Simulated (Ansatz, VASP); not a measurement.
## One calculation of MgSi32, two programs

```xyz
33
Lattice="5.4338 5.4338 5.4338 -5.4338 5.4338 -5.4338 -5.4338 -5.4338 5.4338" Properties=species:S:1:pos:R:3 pbc="T T T"
Si    3.9840    3.9773    3.9809
Si   -1.3566    6.7663    1.3468
Si   -3.9855    3.9789   -3.9887
Si   -1.3401    4.0744    4.0773
Si   -4.0977    1.3446   -1.3561
Si   -1.3531    4.0893   -1.3546
Si   -1.3582    1.3452    6.7677
Si   -4.0977   -1.3578    1.3496
Si   -1.4532    1.4424    1.4449
Si    1.3478    4.0883    1.3480
Si   -3.9898   -3.9908    3.9780
Si   -1.3516   -1.3580    4.0919
Si    1.3479    1.3467    4.0906
Si   -6.7773    1.3453    1.3459
Si   -4.0861    4.0758    1.3359
Si   -4.0868    1.3335    4.0770
Si    2.6419    2.6389    2.6409
Si   -2.7218    5.4274   -0.0050
Si   -0.0018    8.1091   -0.0022
Si   -2.7923    2.7824    2.7848
Si   -0.0038    5.4280    2.7117
Si   -2.6473    2.6392   -2.6470
Si   -2.7219   -0.0073    5.4278
Si   -0.0024    2.7105    5.4318
Si   -2.7560   -0.0073   -0.0036
Si   -0.0026    2.7453   -0.0032
Si   -0.0055   -0.0050    8.1098
Si   -2.6464   -2.6503    2.6424
Si   -0.0021   -0.0054    2.7479
Si   -8.1179   -0.0072   -0.0079
Si   -5.4358    2.7097   -0.0027
Si   -5.4380   -0.0049    2.7118
Mg   -0.0026   -0.0063   -0.0033
```

Alike in both runs: functional PBEsol; k mesh 3 × 3 × 3; occupations gaussian, width 0.02 eV; no spin polarisation.

Ansatz relaxed the structure, and its values are those at the end. VASP's run is a single point on that final structure, the one shown.

|  | VASP | Ansatz |
| --- | --- | --- |
| version | VASP 6.6.1 | Ansatz 0.2.0 |
| potentials or method | VASP PAW PBE potentials, release 64 (Si, Mg), cutoff 520 eV | scalar-relativistic, plane waves, PAW |
| valence electrons in the cell | 130 | 138 |

```tsv
	VASP	Ansatz	Ansatz less VASP
gap on the k mesh at the Fermi level (eV)	none	none	-
rms of the force components (eV/Å)	0.007	0.008	+0.0004
```

VASP's potentials were made for PBE, not for PBEsol. A gap of «none» marks a metal or a gap that the smearing closes. The functional is the same, so the differences come from potentials, cutoffs and numerics. VASP's potentials hold 130 valence electrons a cell and Ansatz's 138, so a difference there can come from the potentials and not from the codes.
